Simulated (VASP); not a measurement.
# Fe2O3 (R-3c) in VASP: single point with r2SCAN

Aim: the single point of Fe2O3 with r2SCAN.

Program: VASP 6.6.1. These are calculated values, not measurements. Logs are shortened: lines on timing, memory, paths and dates and some standing lists are left out, and cuts for length are marked.

### Step 1. The cell of the first run

Symmetry: R-3c, No. 167, trigonal system. The conventional cell has a = 5.038 Å, b = 5.038 Å, c = 13.772 Å, α = 90.00°, β = 90.00°, γ = 120.00°. Within 2.6 Å of Fe (site symmetry 3) lie 6 O at 1.95 to 2.12 Å. Within 2.9 Å of O (site symmetry 2) lie 4 Fe at 1.95 to 2.12 Å and 8 O at 2.67 to 2.89 Å.

### Step 2. Single point, r2SCAN, collinear spin, ferrimagnetic start

Contents of POSCAR:

```
Fe2O3
1.0
    2.5190000000      1.4543453300      4.5906666700
   -2.5190000000      1.4543453300      4.5906666700
    0.0000000000     -2.9086906600      4.5906666700
Fe O
4 6
Direct
    0.3553000000      0.3553000000      0.3553000000
    0.1447000000      0.1447000000      0.1447000000
    0.6447000000      0.6447000000      0.6447000000
    0.8553000000      0.8553000000      0.8553000000
    0.5559000000      0.9441000000      0.2500000000
    0.2500000000      0.5559000000      0.9441000000
    0.9441000000      0.2500000000      0.5559000000
    0.4441000000      0.0559000000      0.7500000000
    0.7500000000      0.4441000000      0.0559000000
    0.0559000000      0.7500000000      0.4441000000
```

Contents of INCAR.step1:

```
PREC     = Accurate       # precision mode
ENCUT    = 520            # plane-wave cutoff, eV
ISMEAR   = -1             # smearing method
SIGMA    = 0.05           # smearing width, eV
LREAL    = F              # projectors in reciprocal space
LASPH    = T              # aspherical terms in the spheres
NELM     = 150            # most SCF steps
ISPIN    = 2              # spin polarisation
MAGMOM   = 4 4 4 -4 0 0 0 0 0 0 # initial moments
LMAXMIX  = 4              # l up to which the mixer works
NBANDS   = 49             # bands
GGA      = PE             # functional
ALGO     = Normal         # electronic algorithm
EDIFF    = 1E-4           # SCF threshold, eV
LWAVE    = T              # write WAVECAR
LCHARG   = F              # write CHGCAR
```

Contents of INCAR.step2:

```
PREC     = Accurate       # precision mode
ENCUT    = 520            # plane-wave cutoff, eV
EDIFF    = 1E-6           # SCF threshold, eV
ISMEAR   = -1             # smearing method
SIGMA    = 0.05           # smearing width, eV
LREAL    = F              # projectors in reciprocal space
LASPH    = T              # aspherical terms in the spheres
NELM     = 150            # most SCF steps
ALGO     = Normal         # electronic algorithm
ISIF     = 2              # what is computed and relaxed
LWAVE    = F              # write WAVECAR
LCHARG   = T              # write CHGCAR
ISPIN    = 2              # spin polarisation
MAGMOM   = 4 4 4 -4 0 0 0 0 0 0 # initial moments
LORBIT   = 11             # projections on sites
LMAXMIX  = 4              # l up to which the mixer works
METAGGA  = R2SCAN         # meta-GGA
LMIXTAU  = T            
LELF     = T              # ELF
LVHAR    = T            
NBANDS   = 49             # bands
ISTART   = 1
```

Contents of KPOINTS:

```
regular mesh
0
Gamma
  5 5 5
```

Potentials or basis: VASP PAW PBE potentials, release 64 (Fe, O).

Command:

```console
cat potpaw_PBE.64/Fe/POTCAR potpaw_PBE.64/O/POTCAR > POTCAR
cp INCAR.step1 INCAR
mpirun -np 1 vasp_std > vasp.out
cp INCAR.step2 INCAR
mpirun -np 1 vasp_std > vasp.out
```

OUTCAR:

```text
PREC = Accurate
   ENCUT = 520
   EDIFF = 1E-6
   ISMEAR = -1
   LREAL = F
   LASPH = T
   NELM = 150
   ISIF = 2
   ISPIN = 2
   LORBIT = 11
   METAGGA = R2SCAN
   ISTART = 1

 ion  position               nearest neighbor table
   1  0.355  0.355  0.355-  10 1.95   8 1.95   9 1.95   5 2.12   6 2.12   7 2.12   2 2.90   3 2.97
                             3 2.97   3 2.97
   2  0.145  0.145  0.145-   9 1.95   8 1.95  10 1.95   5 2.12   7 2.12   6 2.12   1 2.90   4 2.97
                             4 2.97   4 2.97
   3  0.645  0.645  0.645-   7 1.95   5 1.95   6 1.95   8 2.12   9 2.12  10 2.12   4 2.90   1 2.97
                             1 2.97   1 2.97
   4  0.855  0.855  0.855-   6 1.95   5 1.95   7 1.95   8 2.12  10 2.12   9 2.12   3 2.90   2 2.97
                             2 2.97   2 2.97
   5  0.556  0.944  0.250-   3 1.95   4 1.95   1 2.12   2 2.12
   6  0.250  0.556  0.944-   4 1.95   3 1.95   1 2.12   2 2.12
   7  0.944  0.250  0.556-   3 1.95   4 1.95   2 2.12   1 2.12
   8  0.444  0.056  0.750-   1 1.95   2 1.95   3 2.12   4 2.12
   9  0.750  0.444  0.056-   2 1.95   1 1.95   3 2.12   4 2.12
  10  0.056  0.750  0.444-   1 1.95   2 1.95   4 2.12   3 2.12

  LATTYP: Found a trigonal (rhomboedric) cell.
 ALAT       =     5.4345838676
 COS(alpha) =     0.5703114898

  Lattice vectors:

 A1 = (   2.5190000000,   1.4543453300,   4.5906666700)
 A2 = (  -2.5190000000,   1.4543453300,   4.5906666700)
 A3 = (   0.0000000000,  -2.9086906600,   4.5906666700)

Analysis of symmetry for initial positions (statically):
=====================================================================
 Subroutine PRICEL returns:
 Original cell was already a primitive cell.

 Routine SETGRP: Setting up the symmetry group for a
 trigonal (rhombohedral) supercell.

 Subroutine GETGRP returns: Found 12 space group operations
 (whereof  6 operations were pure point group operations)
 out of a pool of 12 trial point group operations.

The static configuration has the point symmetry S_6 .
 The point group associated with its full space group is D_3d.

Analysis of symmetry for dynamics (positions and initial velocities):
=====================================================================
 Subroutine PRICEL returns:
 Original cell was already a primitive cell.

 Routine SETGRP: Setting up the symmetry group for a
 trigonal (rhombohedral) supercell.

 Subroutine GETGRP returns: Found 12 space group operations
 (whereof  6 operations were pure point group operations)
 out of a pool of 12 trial point group operations.

The dynamic configuration has the point symmetry S_6 .
 The point group associated with its full space group is D_3d.

Analysis of structural, dynamic, and magnetic symmetry:
=====================================================================
 Subroutine PRICEL returns:
 Original cell was already a primitive cell.

 Routine SETGRP: Setting up the symmetry group for a
 trigonal (rhombohedral) supercell.

 Subroutine GETGRP returns: Found  3 space group operations
 (whereof  3 operations were pure point group operations)
 out of a pool of 12 trial point group operations.

The overall configuration has the point symmetry C_3 .

 Subroutine INISYM returns: Found  3 space group operations
 (whereof  3 operations are pure point group operations),
 and found     1 'primitive' translations

----------------------------------------------------------------------------------------

                                     Primitive cell

  volume of cell :     100.9073

  direct lattice vectors                    reciprocal lattice vectors
     2.519000000  1.454345330  4.590666670     0.198491465  0.114599101  0.072611095
    -2.519000000  1.454345330  4.590666670    -0.198491465  0.114599101  0.072611095
     0.000000000 -2.908690660  4.590666670     0.000000000 -0.229198201  0.072611095

  length of vectors
     5.434583868  5.434583868  5.434583869     0.240425012  0.240425012  0.240425012

  position of ions in fractional coordinates (direct lattice)
     0.355300000  0.355300000  0.355300000
     0.144700000  0.144700000  0.144700000
     0.644700000  0.644700000  0.644700000
     0.855300000  0.855300000  0.855300000
     0.555900000  0.944100000  0.250000000
     0.250000000  0.555900000  0.944100000
     0.944100000  0.250000000  0.555900000
     0.444100000  0.055900000  0.750000000
     0.750000000  0.444100000  0.055900000
     0.055900000  0.750000000  0.444100000

  ion indices of the primitive-cell ions
   primitive index   ion index
                 1           1
                 2           2
                 3           3
[... 65 lines left out ...]
   NGX,Y,Z   is equivalent  to a cutoff of  12.24, 12.24, 12.24 a.u.
   NGXF,Y,Z  is equivalent  to a cutoff of  24.47, 24.47, 24.47 a.u.
 SYSTEM =  unknown system
   PREC   = accura    normal or accurate (medium, high low for compatibility)
   ISTART =      1    job   : 0-new  1-cont  2-samecut
   ICHARG =      0    charge: 1-file 2-atom 10-const
   ISPIN  =      2    spin polarized calculation?
   LNONCOLLINEAR =      F non collinear calculations
   LSORBIT =      F    spin-orbit coupling
   LASPH  =      T    aspherical Exc in radial PAW
   ENCUT  =  520.0 eV  38.22 Ry    6.18 a.u.  10.10 10.10 10.10*2*pi/ulx,y,z
   NELM   =    150;   NELMIN=  2; NELMDL=  0     # of ELM steps
   EDIFF  = 0.1E-05   stopping-criterion for ELM
   LREAL  =      F    real-space projection
   EDIFFG = 0.1E-04   stopping-criterion for IOM
   NSW    =      0    number of steps for IOM
   IBRION =     -1    ionic relax: 0-MD 1-quasi-New 2-CG
   NFREE  =      0    steps in history (QN), initial steepest desc. (CG)
   ISIF   =      2    stress and relaxation
   ISYM   =      2    0-nonsym 1-usesym 2-fastsym
   POTIM  = 0.5000    time-step for ionic-motion
   TEBEG  =    0.0;   TEEND  =   0.0 temperature during run
   PSTRESS=    0.0 pullay stress
   NELECT =      68.0000    total number of electrons
   NUPDOWN=      -1.0000    fix difference up-down
   EMIN   =  10.00;   EMAX   =-10.00  energy-range for DOS
   EFERMI =   0.00;   METHOD = LEGACY
   ISMEAR =    -1;   SIGMA  =   0.05  broadening in eV -4-tet -1-fermi 0-gaus
   EFERMI_NEDOS =   21; number of points for ismear=-14 and -15
   IALGO  =     38    algorithm
   IMIX   =      4    mixing-type and parameters
     AMIX     =   0.40;   BMIX     =  1.00
     AMIX_MAG =   1.60;   BMIX_MAG =  1.00
  volume/ion in A,a.u.               =      10.09        68.10
  Fermi-wavevector in a.u.,A,eV,Ry     =   1.435281  2.712288 28.028426  2.060031
  Thomas-Fermi vector in A             =   2.554597
   LORBIT       =     11    0 simple, 1 ext, 2 COOP (PROOUT), +10 PAW based schemes
   METAGGA = R2SCAN    functional components
   LHFCALC =     F    Hartree Fock is set to
   AEXX    =    0.0000 exact exchange contribution
   IVDW    =     0    specifies the selected vdW correction
   LEPSILON=     F    determine dielectric tensor
   LRPA    =     F    only Hartree local field effects (RPA)
 spin polarized calculation
  energy-cutoff  :      520.00
  volume of cell :      100.91
 maximum number of plane-waves:      2741
   NGX = 21   NGY = 21   NGZ = 21

 number of electron      67.9999996 magnetization      10.0000458

 number of electron      67.9999996 magnetization       9.9998685

 Free energy of the ion-electron system (eV)
  ---------------------------------------------------
  ext. energy  EPLUGINS =         0.00000000
  ---------------------------------------------------
  free energy    TOTEN  =      -109.30809307 eV

  energy without entropy =     -109.30803568  energy(sigma->0) =     -109.30806438

 E-fermi :   4.1701     XC(G=0): -12.2552

 val. band max:        3.7607223313   @ k =   0.2000   0.2000  -0.0000
 cond. band min:       4.6099675757   @ k =  -0.4000   0.4000   0.0000
 fundamental gap:      0.8492452444
 Fermi energy:         4.1701367660

 spin component 1

 k-point     1 :       0.0000    0.0000    0.0000
  band No.  band energies     occupation
      1     -16.7717      1.00000
      2     -15.2805      1.00000
      3     -15.2249      1.00000
      4     -15.2249      1.00000
      5     -15.1656      1.00000
      6     -15.1656      1.00000
[... 1116 lines left out ...]
     45      11.4939      0.00000
     46      11.9451      0.00000
 Fermi energy:         4.1701367660

 spin component 2

 k-point     1 :       0.0000    0.0000    0.0000
  band No.  band energies     occupation
      1     -16.3293      1.00000
      2     -14.7839      1.00000
      3     -14.7839      1.00000
      4     -14.7628      1.00000
      5     -14.5465      1.00000
      6     -14.5465      1.00000
[... 1116 lines left out ...]
     45      12.1525      0.00000
     46      12.6167      0.00000
 [bands above 46 left out]

------------------------ aborting loop because EDIFF is reached ----------------------------------------

  FORCE on cell =-STRESS in cart. coord.  units (eV):
  Direction    XX          YY          ZZ          XY          YZ          ZX
  --------------------------------------------------------------------------------------
  -------------------------------------------------------------------------------------
  Total        0.3001971      0.3001971     -0.4409133     -0.0000415     -0.0000000     -0.0000000
  in kB        4.7664426      4.7664426     -7.0006933     -0.0006586     -0.0000000     -0.0000000
  external PRESSURE =       0.8440640 kB  Pullay stress =       0.0000000 kB

 VOLUME and BASIS-vectors are now :
 -----------------------------------------------------------------------------
  energy-cutoff  :      520.00
  volume of cell :      100.91
      direct lattice vectors                 reciprocal lattice vectors
     2.519000000  1.454345330  4.590666670     0.198491465  0.114599101  0.072611095
    -2.519000000  1.454345330  4.590666670    -0.198491465  0.114599101  0.072611095
     0.000000000 -2.908690660  4.590666670     0.000000000 -0.229198201  0.072611095

 POSITION                                       TOTAL-FORCE (eV/Angst)
 -----------------------------------------------------------------------------------
      0.00000      0.00000      4.89319         0.000000      0.000000     -0.144400
      0.00000      0.00000      1.99281         0.000000      0.000000      0.000234
      0.00000      0.00000      8.87881         0.000000      0.000000     -0.179423
      0.00000      0.00000     11.77919         0.000000      0.000000      0.085785
     -0.97788      1.45435      8.03367         0.265881      0.243641     -0.062162
     -0.77056     -1.57404      8.03367        -0.343940      0.108439     -0.062162
      1.74844      0.11969      8.03367         0.078059     -0.352080     -0.062162
      0.97788     -1.45435      5.73833         0.186631      0.096658      0.141430
      0.77056      1.57404      5.73833        -0.177024      0.113299      0.141430
     -1.74844     -0.11969      5.73833        -0.009608     -0.209956      0.141430
 -----------------------------------------------------------------------------------
    total drift:                                0.000000      0.000000     -0.000033

  FREE ENERGIE OF THE ION-ELECTRON SYSTEM (eV)
  ---------------------------------------------------
  free  energy   TOTEN  =      -109.3080930678 eV

  energy  without entropy=     -109.3080356836  energy(sigma->0) =     -109.30806438

 total charge

# of ion       s       p       d       tot
------------------------------------------
    1        0.370   0.549   5.827   6.747
    2        0.373   0.554   5.795   6.722
    3        0.371   0.548   5.820   6.739
    4        0.368   0.545   5.850   6.762
    5        1.571   3.484   0.000   5.055
    6        1.571   3.484   0.000   5.055
    7        1.571   3.484   0.000   5.055
    8        1.568   3.496   0.000   5.064
    9        1.568   3.496   0.000   5.064
   10        1.568   3.496   0.000   5.064
--------------------------------------------------
tot         10.900  23.138  23.292  57.330

 magnetization (x)

# of ion       s       p       d       tot
------------------------------------------
    1        0.019   0.023   3.994   4.036
    2        0.024   0.040   4.092   4.156
    3        0.021   0.028   4.016   4.065
    4       -0.011  -0.011  -3.861  -3.883
    5        0.012   0.153   0.000   0.165
    6        0.012   0.153   0.000   0.165
    7        0.012   0.153   0.000   0.165
    8        0.017   0.261   0.000   0.278
    9        0.017   0.261   0.000   0.278
   10        0.017   0.261   0.000   0.278
--------------------------------------------------
tot          0.139   1.322   8.241   9.702
```

Run time: 15 min. Hardware: 1 thread of AMD EPYC 9R45 (Zen 5), shared host; peak memory 0.38 GiB.

Results:

- Free energy: -109.3081 eV
- Pressure: 0.1 GPa
- Largest force: 0.366 eV/Å
- Band gap on the k mesh: 0.85 eV (least direct gap 0.92 eV)
- Net moment: 10.00 μB per cell
- Site moments: Fe +4.04, +4.16, +4.07, -3.88; O +0.17, +0.28 (each value once) μB
- Valence electrons inside the program's atomic spheres: Fe 6.75, 6.72, 6.74, 6.76; O 5.05, 5.06 (each value once)

Forces in eV/Å, atoms in the order of the input:
```
Fe   0.000  0.000 -0.144
Fe   0.000  0.000  0.000
Fe   0.000  0.000 -0.179
Fe   0.000  0.000  0.086
O    0.266  0.244 -0.062
O   -0.344  0.108 -0.062
O    0.078 -0.352 -0.062
O    0.187  0.097  0.141
O   -0.177  0.113  0.141
O   -0.010 -0.210  0.141
```

Caveat: the PAW data sets were made with another functional, which shifts forces and pressure a little. A k mesh can miss the band edges.
